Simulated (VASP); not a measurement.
Wanted: the native input for a VASP 6.6.1 run.

```yaml
Task: single point
Functional: PBE
Potentials_or_basis: VASP PAW PBE potentials, release 64 (Mg, S)
Cutoff: 520 eV
k_mesh: 6 × 6 × 6
Occupations: gaussian, width 0.01 eV
Spin: no spin polarisation
Dipole_correction: no
Further_INCAR_settings: ALGO = Normal; EDIFF = 1e-06; NBANDS = 11
```

The structure of MgS (Niningerite) lies in POSCAR:

```
MgS
1.0
    0.0000000000      2.6015177400      2.6015177400
    2.6015177400      0.0000000000      2.6015177400
    2.6015177400      2.6015177400      0.0000000000
Mg S
1 1
Direct
    0.0000000000      0.0000000000      0.0000000000
    0.5000000000      0.5000000000      0.5000000000
```

One way to write it, as run:

INCAR

```
ALGO = Normal ; EDIFF = 1E-6
ENCUT = 520 ; GGA = PE
ISIF = 2 ; ISMEAR = 0
LASPH = True ; LCHARG = False
LREAL = False ; LWAVE = False
NBANDS = 11 ; NELM = 60
PREC = Accurate ; SIGMA = 0.01
```

KPOINTS

```
k-points
0
Gamma
  6 6 6
```

Potentials or basis: VASP PAW PBE potentials, release 64 (Mg, S).

Launch:

```console
$ cat potpaw_PBE.64/Mg/POTCAR potpaw_PBE.64/S/POTCAR > POTCAR
$ mpirun -np 1 vasp_std > vasp.out
```

Results of the run:

| Item | Value |
| --- | --- |
| Pressure | 0.9 GPa |
| Band gap on the k mesh | 2.77 eV, indirect (least direct gap 3.71 eV) |

It took 5.2 s on 1 thread of Intel Xeon 6975P-C (shared host), peak memory 0.15 GiB.
